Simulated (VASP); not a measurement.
# MnBC3 (P4/mmm) in VASP: single point with PBE

Aim: the single point of MnBC3 with PBE.

Everything below comes from runs of VASP 6.6.1. Logs are shortened: lines on timing, memory, paths and dates and some standing lists are left out, and cuts for length are marked.

## 1. The cell of the first run

It takes space group P4/mmm (No. 123, tetragonal). Conventional cell: a = 4.139 Å, b = 4.139 Å, c = 3.821 Å, α = 90.00°, β = 90.00°, γ = 90.00°. Within 2.5 Å of Mn (site symmetry 4/mmm) lie 6 C at 1.91 to 2.07 Å. Within 3.7 Å of B (site symmetry 4/mmm) lie 12 C at 2.82 to 2.93 Å and 8 Mn at 3.50 Å. C (site symmetry mmm) has 2 Mn at 2.07 Å within 2.7 Å. Within 2.5 Å of C (site symmetry 4/mmm) lie 2 Mn at 1.91 Å.

## 2. Single point, PBE, collinear spin, ferromagnetic start

File INCAR:

```
PREC = Accurate
ENCUT = 520
EDIFF = 1E-6
ISMEAR = 0
SIGMA = 0.1
LREAL = F
LASPH = T
NELM = 150
ALGO = Normal
ISIF = 2
LWAVE = F
LCHARG = T
ISPIN = 2
MAGMOM = 4 0 0 0 0
LORBIT = 11
LMAXMIX = 4
GGA = PE
LELF = T
LVHAR = T
NBANDS = 26
```

File KPOINTS:

```
Automatic mesh
0
Gamma
  4 4 4
```

File POSCAR:

```
MnBC3
1.0
    4.1390746600      0.0000000000      0.0000000000
    0.0000000000      4.1390746600      0.0000000000
    0.0000000000      0.0000000000      3.8210293700
Mn B C
1 1 3
Direct
    0.5000000000      0.5000000000      0.0000000000
    0.0000000000      0.0000000000      0.5000000000
    0.0000000000      0.5000000000      0.0000000000
    0.5000000000      0.0000000000      0.0000000000
    0.5000000000      0.5000000000      0.5000000000
```

Potentials or basis: VASP PAW PBE potentials, release 64 (Mn_pv, B, C).

Launch:

```console
cat potpaw_PBE.64/Mn_pv/POTCAR potpaw_PBE.64/B/POTCAR potpaw_PBE.64/C/POTCAR > POTCAR
mpirun -np 1 vasp_std > vasp.out
```

OUTCAR:

```text
PREC = Accurate
   ENCUT = 520
   EDIFF = 1E-6
   ISMEAR = 0
   LREAL = F
   LASPH = T
   NELM = 150
   ISIF = 2
   ISPIN = 2
   LORBIT = 11
   GGA = PE

 ion  position               nearest neighbor table
   1  0.500  0.500  0.000-   5 1.91   5 1.91   3 2.07   4 2.07   4 2.07   3 2.07
   2  0.000  0.000  0.500-
   3  0.000  0.500  0.000-   1 2.07   1 2.07
   4  0.500  0.000  0.000-   1 2.07   1 2.07
   5  0.500  0.500  0.500-   1 1.91   1 1.91

  LATTYP: Found a simple tetragonal cell.
 ALAT       =     4.1390746600
 C/A-ratio  =     0.9231602916

  Lattice vectors:

 A1 = (   4.1390746600,   0.0000000000,   0.0000000000)
 A2 = (   0.0000000000,   4.1390746600,   0.0000000000)
 A3 = (   0.0000000000,   0.0000000000,   3.8210293700)

Analysis of symmetry for initial positions (statically):
=====================================================================
 Subroutine PRICEL returns:
 Original cell was already a primitive cell.

 Routine SETGRP: Setting up the symmetry group for a
 simple tetragonal supercell.

 Subroutine GETGRP returns: Found 16 space group operations
 (whereof 16 operations were pure point group operations)
 out of a pool of 16 trial point group operations.

The static configuration has the point symmetry D_4h.

Analysis of symmetry for dynamics (positions and initial velocities):
=====================================================================
 Subroutine PRICEL returns:
 Original cell was already a primitive cell.

 Routine SETGRP: Setting up the symmetry group for a
 simple tetragonal supercell.

 Subroutine GETGRP returns: Found 16 space group operations
 (whereof 16 operations were pure point group operations)
 out of a pool of 16 trial point group operations.

The dynamic configuration has the point symmetry D_4h.

Analysis of structural, dynamic, and magnetic symmetry:
=====================================================================
 Subroutine PRICEL returns:
 Original cell was already a primitive cell.

 Routine SETGRP: Setting up the symmetry group for a
 simple tetragonal supercell.

 Subroutine GETGRP returns: Found 16 space group operations
 (whereof 16 operations were pure point group operations)
 out of a pool of 16 trial point group operations.

The overall configuration has the point symmetry D_4h.

 Subroutine INISYM returns: Found 16 space group operations
 (whereof 16 operations are pure point group operations),
 and found     1 'primitive' translations

----------------------------------------------------------------------------------------

                                     Primitive cell

  volume of cell :      65.4616

  direct lattice vectors                    reciprocal lattice vectors
     4.139074660  0.000000000  0.000000000     0.241599894  0.000000000  0.000000000
     0.000000000  4.139074660  0.000000000     0.000000000  0.241599894  0.000000000
     0.000000000  0.000000000  3.821029370     0.000000000  0.000000000  0.261709582

  length of vectors
     4.139074660  4.139074660  3.821029370     0.241599894  0.241599894  0.261709582

  position of ions in fractional coordinates (direct lattice)
     0.500000000  0.500000000  0.000000000
     0.000000000  0.000000000  0.500000000
     0.000000000  0.500000000  0.000000000
     0.500000000  0.000000000  0.000000000
     0.500000000  0.500000000  0.500000000

  ion indices of the primitive-cell ions
   primitive index   ion index
                 1           1
                 2           2
                 3           3
                 4           4
                 5           5

----------------------------------------------------------------------------------------

 KPOINTS: Automatic mesh

Automatic generation of k-mesh.
 Grid dimensions read from file:
 generate k-points for:    4    4    4

 Generating k-lattice:

  Cartesian coordinates                     Fractional coordinates (reciprocal lattice)
     0.060399974  0.000000000  0.000000000     0.250000000  0.000000000  0.000000000
     0.000000000  0.060399974  0.000000000     0.000000000  0.250000000  0.000000000
     0.000000000  0.000000000  0.065427396     0.000000000  0.000000000  0.250000000

  Length of vectors
     0.060399974  0.060399974  0.065427396

  Shift w.r.t. Gamma in fractional coordinates (k-lattice)
     0.000000000  0.000000000  0.000000000

 Subroutine IBZKPT returns following result:
 ===========================================

 Found     18 irreducible k-points:

 Following reciprocal coordinates:
            Coordinates               Weight
  0.000000  0.000000  0.000000      1.000000
  0.250000  0.000000  0.000000      4.000000
  0.500000  0.000000  0.000000      2.000000
  0.250000  0.250000  0.000000      4.000000
  0.500000  0.250000  0.000000      4.000000
  0.500000  0.500000  0.000000      1.000000
[... 10 lines left out ...]
  0.500000  0.250000  0.500000      4.000000
  0.500000  0.500000  0.500000      1.000000
   k-points           NKPTS =     18   k-points in BZ     NKDIM =     18   number of bands    NBANDS=     26
   number of dos      NEDOS =    301   number of ions     NIONS =      5
   total plane-waves  NPLWV =  28672
   dimension x,y,z NGX =    32 NGY =   32 NGZ =   28
   dimension x,y,z NGXF=    64 NGYF=   64 NGZF=   56
   ions per type =               1   1   3
   NGX,Y,Z   is equivalent  to a cutoff of  12.85, 12.85, 12.18 a.u.
   NGXF,Y,Z  is equivalent  to a cutoff of  25.71, 25.71, 24.36 a.u.
 SYSTEM =  unknown system
   PREC   = accura    normal or accurate (medium, high low for compatibility)
   ISTART =      0    job   : 0-new  1-cont  2-samecut
   ICHARG =      2    charge: 1-file 2-atom 10-const
   ISPIN  =      2    spin polarized calculation?
   LNONCOLLINEAR =      F non collinear calculations
   LSORBIT =      F    spin-orbit coupling
   LASPH  =      T    aspherical Exc in radial PAW
   ENCUT  =  520.0 eV  38.22 Ry    6.18 a.u.   7.70  7.70  7.10*2*pi/ulx,y,z
   NELM   =    150;   NELMIN=  2; NELMDL= -5     # of ELM steps
   EDIFF  = 0.1E-05   stopping-criterion for ELM
   LREAL  =      F    real-space projection
   EDIFFG = 0.1E-04   stopping-criterion for IOM
   NSW    =      0    number of steps for IOM
   IBRION =     -1    ionic relax: 0-MD 1-quasi-New 2-CG
   NFREE  =      0    steps in history (QN), initial steepest desc. (CG)
   ISIF   =      2    stress and relaxation
   ISYM   =      2    0-nonsym 1-usesym 2-fastsym
   POTIM  = 0.5000    time-step for ionic-motion
   TEBEG  =    0.0;   TEEND  =   0.0 temperature during run
   PSTRESS=    0.0 pullay stress
   NELECT =      28.0000    total number of electrons
   NUPDOWN=      -1.0000    fix difference up-down
   EMIN   =  10.00;   EMAX   =-10.00  energy-range for DOS
   EFERMI =   0.00;   METHOD = LEGACY
   ISMEAR =     0;   SIGMA  =   0.10  broadening in eV -4-tet -1-fermi 0-gaus
   EFERMI_NEDOS =   21; number of points for ismear=-14 and -15
   IALGO  =     38    algorithm
   IMIX   =      4    mixing-type and parameters
     AMIX     =   0.40;   BMIX     =  1.00
     AMIX_MAG =   1.60;   BMIX_MAG =  1.00
  volume/ion in A,a.u.               =      13.09        88.35
  Fermi-wavevector in a.u.,A,eV,Ry     =   1.233479  2.330938 20.700873  1.521471
  Thomas-Fermi vector in A             =   2.368208
   LORBIT       =     11    0 simple, 1 ext, 2 COOP (PROOUT), +10 PAW based schemes
   GGA     = PE    functional components
   LHFCALC =     F    Hartree Fock is set to
   AEXX    =    0.0000 exact exchange contribution
   IVDW    =     0    specifies the selected vdW correction
   LEPSILON=     F    determine dielectric tensor
   LRPA    =     F    only Hartree local field effects (RPA)
 spin polarized calculation
 Gauss-broadening in eV      SIGMA  =   0.10
  energy-cutoff  :      520.00
  volume of cell :       65.46
 maximum number of plane-waves:      1800
 NGX is ok and might be reduce to    32
   NGX = 15   NGY = 15   NGZ = 15

 number of electron      27.9999993 magnetization       0.0004200

 number of electron      27.9999993 magnetization      -0.0007098

 Free energy of the ion-electron system (eV)
  ---------------------------------------------------
  ext. energy  EPLUGINS =         0.00000000
  ---------------------------------------------------
  free energy    TOTEN  =       -29.35657848 eV

  energy without entropy =      -29.33549450  energy(sigma->0) =      -29.34603649

 E-fermi :   3.1619     XC(G=0): -10.2927

 val. band max:        3.1569184741   @ k =   0.2500   0.2500   0.2500
 cond. band min:       3.2375604408   @ k =   0.0000   0.0000   0.2500
 fundamental gap:      0.0806419667
 Fermi energy:         3.1618938852

 spin component 1

 k-point     1 :       0.0000    0.0000    0.0000
  band No.  band energies     occupation
      1     -45.5983      1.00000
      2     -45.5005      1.00000
      3     -45.5005      1.00000
      4      -9.2506      1.00000
      5      -5.8324      1.00000
      6      -5.7665      1.00000
[... 18 lines left out ...]
     25      12.5652      0.00000
     26      13.1641      0.00000

 k-point     2 :       0.2500    0.0000    0.0000
  band No.  band energies     occupation
      1     -45.5982      1.00000
      2     -45.5007      1.00000
      3     -45.5005      1.00000
      4      -8.8763      1.00000
      5      -6.2223      1.00000
      6      -5.7621      1.00000
[... 18 lines left out ...]
     25      13.6570      0.00000
[... 434 lines left out ...]
     25      16.0949      0.00000
     26      16.2283      0.00000

 k-point    18 :       0.5000    0.5000    0.5000
  band No.  band energies     occupation
      1     -45.5990      1.00000
      2     -45.5004      1.00000
      3     -45.5004      1.00000
      4      -5.9685      1.00000
      5      -5.9482      1.00000
      6      -5.9482      1.00000
[... 18 lines left out ...]
     25      15.1207      0.00000
     26      15.1207      0.00000
 Fermi energy:         3.1618938852

 spin component 2

 k-point     1 :       0.0000    0.0000    0.0000
  band No.  band energies     occupation
      1     -45.5985      1.00000
      2     -45.5009      1.00000
      3     -45.5009      1.00000
      4      -9.2507      1.00000
      5      -5.8324      1.00000
      6      -5.7667      1.00000
[... 18 lines left out ...]
     25      12.5649      0.00000
     26      13.1639      0.00000

 k-point     2 :       0.2500    0.0000    0.0000
  band No.  band energies     occupation
      1     -45.5984      1.00000
      2     -45.5011      1.00000
      3     -45.5008      1.00000
      4      -8.8764      1.00000
      5      -6.2225      1.00000
      6      -5.7622      1.00000
[... 18 lines left out ...]
     25      13.6568      0.00000
[... 434 lines left out ...]
     25      16.0948      0.00000
     26      16.2283      0.00000

 k-point    18 :       0.5000    0.5000    0.5000
  band No.  band energies     occupation
      1     -45.5992      1.00000
      2     -45.5008      1.00000
      3     -45.5008      1.00000
      4      -5.9685      1.00000
      5      -5.9484      1.00000
      6      -5.9484      1.00000
[... 18 lines left out ...]
     25      15.1206      0.00000
     26      15.1206      0.00000

------------------------ aborting loop because EDIFF is reached ----------------------------------------

  FORCE on cell =-STRESS in cart. coord.  units (eV):
  Direction    XX          YY          ZZ          XY          YZ          ZX
  --------------------------------------------------------------------------------------
  -------------------------------------------------------------------------------------
  Total      -11.2098951    -11.2098951     -6.9660399      0.0000000      0.0000000      0.0000000
  in kB     -274.3628042   -274.3628042   -170.4942133      0.0000000      0.0000000      0.0000000
  external PRESSURE =    -239.7399406 kB  Pullay stress =       0.0000000 kB

 VOLUME and BASIS-vectors are now :
 -----------------------------------------------------------------------------
  energy-cutoff  :      520.00
  volume of cell :       65.46
      direct lattice vectors                 reciprocal lattice vectors
     4.139074660  0.000000000  0.000000000     0.241599894  0.000000000  0.000000000
     0.000000000  4.139074660  0.000000000     0.000000000  0.241599894  0.000000000
     0.000000000  0.000000000  3.821029370     0.000000000  0.000000000  0.261709582

 POSITION                                       TOTAL-FORCE (eV/Angst)
 -----------------------------------------------------------------------------------
      2.06954      2.06954      0.00000         0.000000      0.000000      0.000000
      0.00000      0.00000      1.91051         0.000000      0.000000      0.000000
      0.00000      2.06954      0.00000         0.000000      0.000000      0.000000
      2.06954      0.00000      0.00000         0.000000      0.000000      0.000000
      2.06954      2.06954      1.91051         0.000000      0.000000      0.000000
 -----------------------------------------------------------------------------------
    total drift:                                0.000000     -0.000000     -0.000000

  FREE ENERGIE OF THE ION-ELECTRON SYSTEM (eV)
  ---------------------------------------------------
  free  energy   TOTEN  =       -29.3565784789 eV

  energy  without entropy=      -29.3354944974  energy(sigma->0) =      -29.34603649

 total charge

# of ion       s       p       d       tot
------------------------------------------
    1        0.381   6.495   5.094  11.969
    2        0.935   0.344   0.000   1.279
    3        0.993   1.085   0.000   2.078
    4        0.993   1.085   0.000   2.078
    5        1.000   1.164   0.000   2.163
--------------------------------------------------
tot          4.301  10.173   5.094  19.569

 magnetization (x)

# of ion       s       p       d       tot
------------------------------------------
    1        0.000   0.000  -0.000  -0.000
    2       -0.000  -0.000   0.000  -0.000
    3       -0.000  -0.000   0.000  -0.000
    4       -0.000  -0.000   0.000  -0.000
    5       -0.000   0.000   0.000   0.000
--------------------------------------------------
tot         -0.000  -0.000  -0.000  -0.001
```

Wall time 67 s (1 thread of Intel Xeon 6975P-C, shared host); peak memory 0.22 GiB.

What came out:

```
Free energy                                           : -29.3566 eV
Pressure                                              : -24.0 GPa
Band gap on the k mesh                                : zero (filled and empty bands overlap)
Net moment                                            : 0.00 μB per cell
Valence electrons inside the program's atomic spheres : Mn 11.97; B 1.28; C 2.08, 2.16
```

Stress tensor (GPa, compression positive):
```
-27.44   0.00   0.00
  0.00 -27.44   0.00
  0.00   0.00 -17.05
```

Caveat: the k points lie up to 0.41 Å⁻¹ apart; the starting moments collapsed, and a magnetic state may lie lower.
